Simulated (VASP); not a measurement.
Here is a VASP 6.6.1 calculation.

File INCAR:

```
  ALGO = Normal
  EDIFF = 1E-7
  EDIFFG = -0.04
  ENCUT = 600
  GGA = PE
  IBRION = 2
  ISIF = 3
  ISMEAR = 0
  LASPH = T
  LCHARG = F
  LREAL = F
  LWAVE = F
  NELM = 60
  NSW = 90
  PREC = Accurate
  SIGMA = 0.1
```

Contents of KPOINTS:

```
k-points
0
Gamma
  6 6 6
```

Contents of POSCAR:

```
ZnGeN3
1.0
   -2.3437982711      2.3437982711      4.5253160548
    2.3437982711     -2.3437982711      4.5253160548
    2.3437982711      2.3437982711     -4.5253160548
Zn Ge N
2 2 6
Direct
    0.7500000000      0.2500000000      0.5000000000
    0.2500000000      0.7500000000      0.5000000000
    0.5000000000      0.5000000000      0.0000000000
    0.0000000000      0.0000000000      0.0000000000
    0.3970303931      0.8970303931      0.2940607862
    0.8970303931      0.6029696069      0.5000000000
    0.7500000000      0.7500000000      0.0000000000
    0.6029696069      0.1029696069      0.7059392138
    0.1029696069      0.3970303931      0.5000000000
    0.2500000000      0.2500000000      0.0000000000
```

Potentials or basis: VASP PAW PBE potentials, release 64 (Zn, Ge_d, N).

Command:

```bash
$ cat potpaw_PBE.64/Zn/POTCAR potpaw_PBE.64/Ge_d/POTCAR potpaw_PBE.64/N/POTCAR > POTCAR
$ mpirun -np 1 vasp_std > vasp.out
```

(1) Estimate the band gap on the k mesh.

Results:

(1) zero (bands 41 and 42 overlap by 0.47 eV).
